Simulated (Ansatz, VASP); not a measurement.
**One calculation of In3SbAs4, two programs**

```
In Sb As
1.0
    -3.10405    3.10405    6.18856
     3.10405   -3.10405    6.18856
     3.10405    3.10405   -6.18856
In Sb As
3 1 4
Direct
  0.50000 0.50000 0.00000
  0.75000 0.25000 0.50000
  0.25000 0.75000 0.50000
  0.00000 0.00000 0.00000
  0.60989 0.13175 0.00000
  0.13175 0.60989 0.00000
  0.39011 0.39011 0.52187
  0.86825 0.86825 0.47813
```

Alike in both runs: task single point; functional r2SCAN; dispersion rVV10; k mesh 6 × 6 × 6; occupations fermi-dirac, width 0.03 eV; no spin polarisation.

|  | VASP | Ansatz |
| --- | --- | --- |
| version | VASP 6.6.1 | Ansatz 0.2.0 |
| potentials or method | VASP PAW PBE potentials, release 64 (In_d, Sb, As) | plane waves, PAW |
| plane-wave cutoff (eV) | 520 | 500 |
| valence electrons in the cell | 64 | 114 |

Ansatz gave:

| Property | Result |
| --- | --- |
| pressure (GPa) | 0.0 |
| rms of the force components (eV/Å) | 0.002 |

Question: What did VASP give for the same quantities?

Answer: Pressure (GPa): 0.1; rms of the force components (eV/Å): 0.003.

VASP's potentials were made for PBE, not for r2SCAN. Atom by atom the forces differ by 0.002 eV/Å (rms over components). VASP's potentials hold 64 valence electrons a cell and Ansatz's 114, so a difference there can come from the potentials and not from the codes.

Neither program's run includes spin-orbit coupling.
